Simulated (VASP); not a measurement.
Runs of VASP 6.6.1 on ZnS. The structure is that of space group F-43m (No. 216), or close to it. The cells are those of the table. 

```tsv
task	cell	cutoff (eV)	gap on the mesh (eV)	pressure (GPa)
single point	a = 3.810 Å, angles 60.0°, 2 atoms	520	2.71	0.0
single point	a = 3.864 Å, angles 60.0°, 2 atoms	520	2.52	-3.0
relaxation of cell and atoms	relaxed to -3 GPa from a = 3.847 Å, angles 60.0°, 2 atoms	600	2.52	-3.0
single point	a = 3.766 Å, angles 60.0°, 2 atoms	520	2.88	3.0
relaxation of cell and atoms	relaxed to 30 GPa from a = 3.541 Å, angles 60.0°, 2 atoms	600	3.09	30.1
single point	a = 3.528 Å, angles 60.0°, 2 atoms	520	3.08	(b)
relaxation of cell and atoms	relaxed to 3 GPa from a = 3.775 Å, angles 60.0°, 2 atoms	600	2.88	3.0
relaxation of cell and atoms	relaxed to 15 GPa from a = 3.631 Å, angles 60.0°, 2 atoms	600	3.36	15.0
single point	a = 3.636 Å, angles 60.0°, 2 atoms	520	3.35	15.1
single point	a = 3.705 Å, angles 60.0°, 2 atoms	520	(a)	8.0
relaxation of cell and atoms	relaxed from a = 3.809 Å, angles 60.0°, 2 atoms	600	2.71	0.0
```

Alike in all rows: level r2SCAN; potentials or basis VASP PAW PBE potentials, release 64 (Zn, S); no spin polarisation; k mesh 8 × 8 × 8; smearing gaussian 0.02 eV.

Q: Fill in the values left out.

A: (a) 3.12; (b) 30.2.

Caveats: the PAW data sets were made with another functional, which shifts forces and pressure a little; the cell is relaxed towards a set pressure, so the enthalpy falls and the energy may rise (some runs).

A k mesh can miss the band edges.
